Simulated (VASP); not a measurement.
# PtAu2 (Fm-3m) in VASP: single point with PBE

Aim: the single point of PtAu2 with PBE.

Program: VASP 6.6.1. These are calculated values, not measurements. Logs are shortened: lines on timing, memory, paths and dates and some standing lists are left out, and cuts for length are marked.

## (1) The cell of the first run

Symmetry: Fm-3m, No. 225, cubic system. Conventional cell: a = 5.846 Å, b = 5.846 Å, c = 5.846 Å, α = 90.00°, β = 90.00°, γ = 90.00°. Pt (site symmetry m-3m) has 8 Au at 2.53 Å within 3.3 Å. Within 3.3 Å of Au (site symmetry -43m) lie 4 Pt at 2.53 Å and 6 Au at 2.92 Å.

## (2) Single point, PBE

INCAR reads:

```
SYSTEM = PtAu2
  PREC = Accurate
  ENCUT = 500
  EDIFF = 1E-6
  ISMEAR = -1
  SIGMA = 0.1267
  LREAL = .FALSE.
  LASPH = .TRUE.
  NELM = 120
  ALGO = Normal
  ISIF = 2
  LWAVE = .FALSE.
  LCHARG = .TRUE.
  GGA = PE
  LELF = .TRUE.
  LVHAR = .TRUE.
  NBANDS = 23
  GGA_COMPAT = .FALSE.
```

KPOINTS reads:

```
Automatic mesh
0
G
  10 10 10
  0 0 0
```

POSCAR reads:

```
PtAu2
1.0
    0.0000000000      2.9230120000      2.9230120000
    2.9230120000      0.0000000000      2.9230120000
    2.9230120000      2.9230120000      0.0000000000
Pt Au
1 2
Direct
    0.0000000000      0.0000000000      0.0000000000
    0.2500000000      0.2500000000      0.2500000000
    0.7500000000      0.7500000000      0.7500000000
```

Potentials or basis: VASP PAW PBE potentials, release 64 (Pt, Au).

On the command line:

```sh
$ cat potpaw_PBE.64/Pt/POTCAR potpaw_PBE.64/Au/POTCAR > POTCAR
$ mpirun -np 1 vasp_std > vasp.out
```

OUTCAR:

```text
SYSTEM = PtAu2
   PREC = Accurate
   ENCUT = 500
   EDIFF = 1E-6
   ISMEAR = -1
   LREAL = .FALSE.
   LASPH = .TRUE.
   NELM = 120
   ISIF = 2
   GGA = PE

 ion  position               nearest neighbor table
   1  0.000  0.000  0.000-   3 2.53   3 2.53   3 2.53   2 2.53   3 2.53   2 2.53   2 2.53   2 2.53

   2  0.250  0.250  0.250-   1 2.53   1 2.53   1 2.53   1 2.53   3 2.92   3 2.92   3 2.92   3 2.92
                             3 2.92   3 2.92
   3  0.750  0.750  0.750-   1 2.53   1 2.53   1 2.53   1 2.53   2 2.92   2 2.92   2 2.92   2 2.92
                             2 2.92   2 2.92

  LATTYP: Found a face centered cubic cell.
 ALAT       =     5.8460240000

  Lattice vectors:

 A1 = (   0.0000000000,   2.9230120000,   2.9230120000)
 A2 = (   2.9230120000,   0.0000000000,   2.9230120000)
 A3 = (   2.9230120000,   2.9230120000,   0.0000000000)

Analysis of symmetry for initial positions (statically):
=====================================================================
 Subroutine PRICEL returns:
 Original cell was already a primitive cell.

 Routine SETGRP: Setting up the symmetry group for a
 face centered cubic supercell.

 Subroutine GETGRP returns: Found 48 space group operations
 (whereof 48 operations were pure point group operations)
 out of a pool of 48 trial point group operations.

The static configuration has the point symmetry O_h .

Analysis of symmetry for dynamics (positions and initial velocities):
=====================================================================
 Subroutine PRICEL returns:
 Original cell was already a primitive cell.

 Routine SETGRP: Setting up the symmetry group for a
 face centered cubic supercell.

 Subroutine GETGRP returns: Found 48 space group operations
 (whereof 48 operations were pure point group operations)
 out of a pool of 48 trial point group operations.

The dynamic configuration has the point symmetry O_h .

 Subroutine INISYM returns: Found 48 space group operations
 (whereof 48 operations are pure point group operations),
 and found     1 'primitive' translations

----------------------------------------------------------------------------------------

                                     Primitive cell

  volume of cell :      49.9484

  direct lattice vectors                    reciprocal lattice vectors
     0.000000000  2.923012000  2.923012000    -0.171056431  0.171056431  0.171056431
     2.923012000  0.000000000  2.923012000     0.171056431 -0.171056431  0.171056431
     2.923012000  2.923012000  0.000000000     0.171056431  0.171056431 -0.171056431

  length of vectors
     4.133763213  4.133763213  4.133763213     0.296278429  0.296278429  0.296278429

  position of ions in fractional coordinates (direct lattice)
     0.000000000  0.000000000  0.000000000
     0.250000000  0.250000000  0.250000000
     0.750000000  0.750000000  0.750000000

  ion indices of the primitive-cell ions
   primitive index   ion index
                 1           1
                 2           2
                 3           3

----------------------------------------------------------------------------------------

 KPOINTS: Automatic mesh

Automatic generation of k-mesh.
 Grid dimensions read from file:
 generate k-points for:   10   10   10

 Generating k-lattice:

  Cartesian coordinates                     Fractional coordinates (reciprocal lattice)
    -0.017105643  0.017105643  0.017105643     0.100000000  0.000000000  0.000000000
     0.017105643 -0.017105643  0.017105643     0.000000000  0.100000000  0.000000000
     0.017105643  0.017105643 -0.017105643     0.000000000  0.000000000  0.100000000

  Length of vectors
     0.029627843  0.029627843  0.029627843

  Shift w.r.t. Gamma in fractional coordinates (k-lattice)
     0.000000000  0.000000000  0.000000000

 Subroutine IBZKPT returns following result:
 ===========================================

 Found     47 irreducible k-points:

 Following reciprocal coordinates:
            Coordinates               Weight
  0.000000  0.000000  0.000000      1.000000
  0.100000  0.000000  0.000000      8.000000
  0.200000  0.000000  0.000000      8.000000
  0.300000  0.000000  0.000000      8.000000
  0.400000  0.000000  0.000000      8.000000
  0.500000  0.000000  0.000000      4.000000
[... 16 lines left out ...]
  0.300000  0.300000  0.000000      6.000000
  0.400000  0.300000  0.000000     24.000000
 [... further k-points ...]
   k-points           NKPTS =     47   k-points in BZ     NKDIM =     47   number of bands    NBANDS=     23
   number of dos      NEDOS =    301   number of ions     NIONS =      3
   total plane-waves  NPLWV =  27000
   dimension x,y,z NGX =    30 NGY =   30 NGZ =   30
   dimension x,y,z NGXF=    60 NGYF=   60 NGZF=   60
   ions per type =               1   2
   NGX,Y,Z   is equivalent  to a cutoff of  12.06, 12.06, 12.06 a.u.
   NGXF,Y,Z  is equivalent  to a cutoff of  24.13, 24.13, 24.13 a.u.
 SYSTEM =  PtAu2
   PREC   = accura    normal or accurate (medium, high low for compatibility)
   ISTART =      0    job   : 0-new  1-cont  2-samecut
   ICHARG =      2    charge: 1-file 2-atom 10-const
   ISPIN  =      1    spin polarized calculation?
   LNONCOLLINEAR =      F non collinear calculations
   LSORBIT =      F    spin-orbit coupling
   LASPH  =      T    aspherical Exc in radial PAW
   ENCUT  =  500.0 eV  36.75 Ry    6.06 a.u.   7.54  7.54  7.54*2*pi/ulx,y,z
   NELM   =    120;   NELMIN=  2; NELMDL= -5     # of ELM steps
   EDIFF  = 0.1E-05   stopping-criterion for ELM
   LREAL  =      F    real-space projection
   EDIFFG = 0.1E-04   stopping-criterion for IOM
   NSW    =      0    number of steps for IOM
   IBRION =     -1    ionic relax: 0-MD 1-quasi-New 2-CG
   NFREE  =      0    steps in history (QN), initial steepest desc. (CG)
   ISIF   =      2    stress and relaxation
   ISYM   =      2    0-nonsym 1-usesym 2-fastsym
   POTIM  = 0.5000    time-step for ionic-motion
   TEBEG  =    0.0;   TEEND  =   0.0 temperature during run
   PSTRESS=    0.0 pullay stress
   NELECT =      32.0000    total number of electrons
   NUPDOWN=      -1.0000    fix difference up-down
   EMIN   =  10.00;   EMAX   =-10.00  energy-range for DOS
   EFERMI =   0.00;   METHOD = LEGACY
   ISMEAR =    -1;   SIGMA  =   0.13  broadening in eV -4-tet -1-fermi 0-gaus
   EFERMI_NEDOS =   21; number of points for ismear=-14 and -15
   IALGO  =     38    algorithm
   IMIX   =      4    mixing-type and parameters
     AMIX     =   0.40;   BMIX     =  1.00
     AMIX_MAG =   1.60;   BMIX_MAG =  1.00
  volume/ion in A,a.u.               =      16.65       112.36
  Fermi-wavevector in a.u.,A,eV,Ry     =   1.411294  2.666959 27.099422  1.991751
  Thomas-Fermi vector in A             =   2.533160
   LORBIT       =      0    0 simple, 1 ext, 2 COOP (PROOUT), +10 PAW based schemes
   GGA     = PE    functional components
   LHFCALC =     F    Hartree Fock is set to
   AEXX    =    0.0000 exact exchange contribution
   IVDW    =     0    specifies the selected vdW correction
   LEPSILON=     F    determine dielectric tensor
   LRPA    =     F    only Hartree local field effects (RPA)
 non-spin polarized calculation
  energy-cutoff  :      500.00
  volume of cell :       49.95
 maximum number of plane-waves:      1295
   NGX = 15   NGY = 15   NGZ = 15

 number of electron      32.0000000 magnetization

 Free energy of the ion-electron system (eV)
  ---------------------------------------------------
  ext. energy  EPLUGINS =         0.00000000
  ---------------------------------------------------
  free energy    TOTEN  =       -10.42624741 eV

  energy without entropy =      -10.36241307  energy(sigma->0) =      -10.39433024

 E-fermi :   9.6998     XC(G=0): -12.6185

 val. band max:        9.6900323140   @ k =  -0.3000   0.5000   0.2000
 cond. band min:       9.7068880657   @ k =  -0.4000   0.5000   0.1000
 fundamental gap:      0.0168557517
 Fermi energy:         9.6997816218

 k-point     1 :       0.0000    0.0000    0.0000
  band No.  band energies     occupation
      1      -0.1736      2.00000
      2       2.5567      2.00000
      3       2.5567      2.00000
      4       3.9152      2.00000
      5       3.9152      2.00000
      6       3.9152      2.00000
[... 15 lines left out ...]
     22      19.7056      0.00000
     23      19.7056      0.00000

 k-point     2 :       0.1000    0.0000    0.0000
  band No.  band energies     occupation
      1      -0.0087      2.00000
      2       2.6363      2.00000
      3       2.6363      2.00000
      4       3.7287      2.00000
      5       3.9051      2.00000
      6       3.9051      2.00000
[... 15 lines left out ...]
     22      19.7336      0.00000
     23      19.8631      0.00000

 k-point     3 :       0.2000    0.0000    0.0000
  band No.  band energies     occupation
      1       0.4655      2.00000
      2       2.8701      2.00000
      3       2.8701      2.00000
      4       3.4892      2.00000
      5       3.8633      2.00000
      6       3.8633      2.00000
[... 15 lines left out ...]
     22      19.7562      0.00000
     23      20.0520      0.00000

 k-point     4 :       0.3000    0.0000    0.0000
  band No.  band energies     occupation
      1       1.1757      2.00000
      2       3.2369      2.00000
      3       3.2369      2.00000
      4       3.3945      2.00000
      5       3.7916      2.00000
      6       3.7916      2.00000
[... 15 lines left out ...]
     22      20.1897      0.00000
     23      20.1897      0.00000

 k-point     5 :       0.4000    0.0000    0.0000
  band No.  band energies     occupation
      1       1.9497      2.00000
      2       3.4727      2.00000
      3       3.6527      2.00000
      4       3.6527      2.00000
      5       3.7446      2.00000
      6       3.7446      2.00000
[... 434 lines left out ...]
 k-point    22 :      -0.2000    0.2000    0.0000
  band No.  band energies     occupation
      1       1.3568      2.00000
      2       3.1331      2.00000
      3       3.2616      2.00000
      4       3.4289      2.00000
      5       3.7584      2.00000
      6       3.9774      2.00000
[... 15 lines left out ...]
     22      20.0413      0.00000
     23      21.0982      0.00000

 k-point    23 :       0.3000    0.3000    0.0000
  band No.  band energies     occupation
      1       1.4829      2.00000
      2       3.0339      2.00000
      3       3.2411      2.00000
      4       3.2679      2.00000
      5       3.6962      2.00000
      6       3.6962      2.00000
[... 15 lines left out ...]
     22      23.3109      0.00000
     23      23.3109      0.00000

 k-point    24 :       0.4000    0.3000    0.0000
  band No.  band energies     occupation
      1       1.9388      2.00000
      2       2.9059      2.00000
      3       2.9769      2.00000
      4       3.4609      2.00000
      5       3.7686      2.00000
      6       3.8066      2.00000
[... 15 lines left out ...]
     22      23.5275      0.00000
     23      24.1034      0.00000

 [... further k-points ...]
[... 5 lines left out ...]
  --------------------------------------------------------------------------------------
  -------------------------------------------------------------------------------------
  Total       14.1635397     14.1635397     14.1635397      0.0000000      0.0000000      0.0000000
  in kB      454.3186808    454.3186808    454.3186808      0.0000000      0.0000000      0.0000000
  external PRESSURE =     454.3186808 kB  Pullay stress =       0.0000000 kB

 VOLUME and BASIS-vectors are now :
 -----------------------------------------------------------------------------
  energy-cutoff  :      500.00
  volume of cell :       49.95
      direct lattice vectors                 reciprocal lattice vectors
     0.000000000  2.923012000  2.923012000    -0.171056431  0.171056431  0.171056431
     2.923012000  0.000000000  2.923012000     0.171056431 -0.171056431  0.171056431
     2.923012000  2.923012000  0.000000000     0.171056431  0.171056431 -0.171056431

 POSITION                                       TOTAL-FORCE (eV/Angst)
 -----------------------------------------------------------------------------------
      0.00000      0.00000      0.00000         0.000000     -0.000000     -0.000000
      1.46151      1.46151      1.46151        -0.000000     -0.000000     -0.000000
      4.38452      4.38452      4.38452         0.000000      0.000000      0.000000
 -----------------------------------------------------------------------------------
    total drift:                               -0.000000     -0.000000      0.000000

  FREE ENERGIE OF THE ION-ELECTRON SYSTEM (eV)
  ---------------------------------------------------
  free  energy   TOTEN  =       -10.4262474070 eV

  energy  without entropy=      -10.3624130702  energy(sigma->0) =      -10.39433024
```

Run time: 28 s. Hardware: 1 thread of Intel Xeon Platinum 8488C (Sapphire Rapids), shared host; peak memory 0.2 GiB.

Results:

```
Free energy : -10.4262 eV
Pressure    : 45.4 GPa
```

Caveat: the cell stands under pressure; spin-orbit coupling is left out, which moves the levels of the heavy elements.
